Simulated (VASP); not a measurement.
Set up this calculation in VASP 6.6.1, as the native input.

```
Task                   : single point
Functional             : LDA
Potentials or basis    : VASP PAW LDA potentials, release 64 (Te, Pb_d)
Cutoff                 : 520 eV
k mesh                 : 6 × 6 × 6
Occupations            : gaussian, width 0.01 eV
Spin                   : no spin polarisation
Dipole correction      : no
Further INCAR settings : ALGO = Normal; EDIFF = 1e-06; NBANDS = 17
```

The structure of TePb lies in POSCAR:

```
TePb
1.0
    0.0000000000      3.1180622003      3.1180622003
    3.1180622003      0.0000000000      3.1180622003
    3.1180622003      3.1180622003      0.0000000000
Te Pb
1 1
Direct
    0.5000000000      0.5000000000      0.5000000000
    0.0000000000      0.0000000000      0.0000000000
```

One way to write it, as run:

INCAR

```
PREC = Accurate ; ENCUT = 520
EDIFF = 1E-6 ; ISMEAR = 0
SIGMA = 0.01 ; LREAL = F
LASPH = T ; NELM = 60
ALGO = Normal ; ISIF = 2
LWAVE = F ; LCHARG = F
GGA = CA ; NBANDS = 17
```

KPOINTS

```
regular mesh
0
Gamma
  6 6 6
```

Potentials or basis: VASP PAW LDA potentials, release 64 (Te, Pb_d).

Run with:

```sh
$ cat potpaw_LDA.64/Te/POTCAR potpaw_LDA.64/Pb_d/POTCAR > POTCAR
$ mpirun -np 1 vasp_std > vasp.out
```

Results of the run:

```yaml
Pressure: 4.1 GPa
Band_gap_on_the_k_mesh: 0.38 eV, direct
```

Caveat: spin-orbit coupling is left out, which moves the levels of the heavy elements.

Wall time 9.8 s on 1 thread of Intel(R) Xeon(R) 6975P-C (Granite Rapids) (shared host), peak memory 0.17 GiB.
